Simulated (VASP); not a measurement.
Input of a VASP 6.6.1 run:

Contents of INCAR:

```
SYSTEM = NaCl
  ALGO = Normal
  EDIFF = 1E-7
  ENCUT = 520
  GGA = PS
  ISIF = 2
  ISMEAR = 0
  LASPH = .TRUE.
  LCHARG = .FALSE.
  LREAL = .FALSE.
  LWAVE = .FALSE.
  NBANDS = 14
  NELM = 80
  PREC = Accurate
  SIGMA = 0.02
```

Contents of KPOINTS:

```
k-points
0
G
  8 8 8
  0 0 0
```

Contents of POSCAR:

```
NaCl
1.0
    0.0000000000      2.8009524433      2.8009524433
    2.8009524433      0.0000000000      2.8009524433
    2.8009524433      2.8009524433      0.0000000000
Na Cl
1 1
Direct
    0.0000000000      0.0000000000      0.0000000000
    0.5000000000      0.5000000000      0.5000000000
```

Potentials or basis: VASP PAW PBE potentials, release 64 (Na_pv, Cl).

The run is started by

```console
$ cat potpaw_PBE.64/Na_pv/POTCAR potpaw_PBE.64/Cl/POTCAR > POTCAR
$ mpirun -np 1 vasp_std > vasp.out
```

(1) What does it give for the band gap on the k mesh?

(2) What does it give for the pressure?

Answers

(1) 5.01 eV, direct.

(2) 0.0 GPa.

Caveat: the PAW data sets were made with another functional, which shifts forces and pressure a little.
